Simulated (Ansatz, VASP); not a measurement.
**Al in VASP and in Ansatz**

The input INCAR:

```
PREC = Accurate
ENCUT = 520
EDIFF = 1E-8
ISMEAR = 0
SIGMA = 0.05
LREAL = F
LASPH = T
NELM = 60
ALGO = Fast
ISIF = 2
LWAVE = F
LCHARG = F
GGA = PE
LEFG = T
NBANDS = 8
```

Contents of KPOINTS:

```
regular mesh
0
Gamma
  18 18 18
```

The input POSCAR:

```
Al
1.0
    0.0000000000      2.0248050000      2.0248050000
    2.0248050000      0.0000000000      2.0248050000
    2.0248050000      2.0248050000      0.0000000000
Al
1
Direct
    0.0000000000      0.0000000000      0.0000000000
```

Input for Ansatz:

```yaml
crystal:
  lattice:
    - [0.0, 2.024805, 2.024805]
    - [2.024805, 0.0, 2.024805]
    - [2.024805, 2.024805, 0.0]
  atoms:
    - { symbol: Al, position: [0.0, 0.0, 0.0] }
basis:
  ecutwfc: 420
  ecutrho_ratio: 4
kpoints:
  mp_grid: { grid: [18, 18, 18] }
hamiltonian:
  xc: pbe
scf:
  occupations: { method: gaussian, width: 0.05 }
output:
  forces: true
  stress: true
  eigenvalues: true
  populations: true
  efg: { contact_densities: true, quadrupole_moments_barn: { Al: 0.1466 } }
```

Alike in both runs: task electric field gradients; functional PBE; k mesh 18 × 18 × 18; occupations gaussian, width 0.05 eV; no spin polarisation.

```csv
,VASP,Ansatz
version,VASP 6.6.1,Ansatz 0.2.0
potentials or method,"VASP PAW PBE potentials, release 64 (Al), cutoff 520 eV","scalar-relativistic, plane waves, PAW"
valence electrons in the cell,3,3
```

```csv
,VASP,Ansatz,Ansatz less VASP
gap on the k mesh at the Fermi level (eV),none,none,-
pressure (GPa),-0.4,-0.4,+0.04
```

A gap of «none» marks a metal or a gap that the smearing closes.
